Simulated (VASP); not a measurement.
Set up this calculation in VASP 6.6.1, as the native input.

* Task: electric field gradients
* Functional: PBEsol
* Potentials or basis: VASP PAW PBE potentials, release 64 (Ta_pv, N)
* Cutoff: 520 eV
* k mesh: 9 × 9 × 5
* Occupations: fermi-dirac, width 0.01 eV
* Spin: no spin polarisation
* Dipole correction: no
* Further INCAR settings: ALGO = Normal; EDIFF = 1e-08; NBANDS = 24

The structure of TaN lies in POSCAR:

```
TaN
1.0
    3.1394420380      0.0000000000      0.0000000000
   -1.5697210190      2.7188365585      0.0000000000
    0.0000000000      0.0000000000      4.9180000000
Ta N
2 2
Direct
    0.0000000000      0.0000000000      0.0000000000
    0.0000000000      0.0000000000      0.5000000000
    0.3333333333      0.6666666667      0.2500000000
    0.6666666667      0.3333333333      0.7500000000
```

This cell differs from its parent crystal: equal xx and yy strain of +3 %.

The input as run:

INCAR

```
SYSTEM = TaN
ALGO = Normal
EDIFF = 1E-8
ENCUT = 520
GGA = PS
ISIF = 2
ISMEAR = -1
LASPH = .True.
LCHARG = .False.
LEFG = .True.
LREAL = .False.
LWAVE = .False.
NBANDS = 24
NELM = 100
PREC = Accurate
SIGMA = 0.01
```

KPOINTS

```
k-points
0
Gamma
  9 9 5
  0 0 0
```

Potentials or basis: VASP PAW PBE potentials, release 64 (Ta_pv, N).

The run is started by

```bash
$ cat potpaw_PBE.64/Ta_pv/POTCAR potpaw_PBE.64/N/POTCAR > POTCAR
$ mpirun -np 1 vasp_std > vasp.out
```

Results of the run:

The pressure is 25.8 GPa and the band gap on the k mesh is zero (band 16 reaches 9.93 eV, above the bottom of band 17 at 7.07 eV).

Caveat: the cell differs from its parent crystal (equal xx and yy strain of +3 %); without QUAD_EFG the Cq values of the log hold for a quadrupole moment of 1 mb, not for the nuclei; the PAW data sets were made with another functional, which shifts forces and pressure a little; spin-orbit coupling is left out, which moves the levels of the heavy elements.

It took 30 s on 1 thread of Intel(R) Xeon(R) Platinum 8375C CPU @ 2.90GHz (Ice Lake), with other jobs on the host, peak memory 0.17 GiB.
